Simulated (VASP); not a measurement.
Here is a VASP 6.6.1 calculation.

File POSCAR:

```
LiF
1.0
    0.7874988714      2.4749964529      2.4749964529
    2.4749964529      0.7874988714      2.4749964529
    2.4749964529      2.4749964529      0.7874988714
Li F
1 1
Direct
    0.0000000000      0.0000000000      0.0000000000
    0.5000000000      0.5000000000      0.5000000000
```

File INCAR.step1:

```
SYSTEM = LiF
PREC = Accurate
ENCUT = 520
ISMEAR = 0
SIGMA = 0.05
LREAL = .FALSE.
LASPH = .TRUE.
NELM = 80
NBANDS = 12
GGA = PE
ALGO = Normal
EDIFF = 1E-4
LWAVE = .TRUE.
LCHARG = .FALSE.
```

INCAR.step2

```
SYSTEM = LiF
PREC = Accurate
ENCUT = 520
EDIFF = 1E-6
ISMEAR = 0
SIGMA = 0.05
LREAL = .FALSE.
LASPH = .TRUE.
NELM = 80
ALGO = Normal
ISIF = 2
LWAVE = .FALSE.
LCHARG = .TRUE.
METAGGA = R2SCAN
LMIXTAU = .TRUE.
LELF = .TRUE.
LVHAR = .TRUE.
NBANDS = 12
ISTART = 1
```

Contents of KPOINTS:

```
regular mesh
0
G
  12 12 12
  0 0 0
```

Potentials or basis: VASP PAW PBE potentials, release 64 (Li_sv, F).

Command:

```sh
$ cat potpaw_PBE.64/Li_sv/POTCAR potpaw_PBE.64/F/POTCAR > POTCAR
$ cp INCAR.step1 INCAR
$ mpirun -np 1 vasp_std > vasp.out
$ cp INCAR.step2 INCAR
$ mpirun -np 1 vasp_std > vasp.out
```

**Question.** What does it give for the band gap on the k mesh?

**Answer.** 5.20 eV.

 A k mesh can miss the band edges.
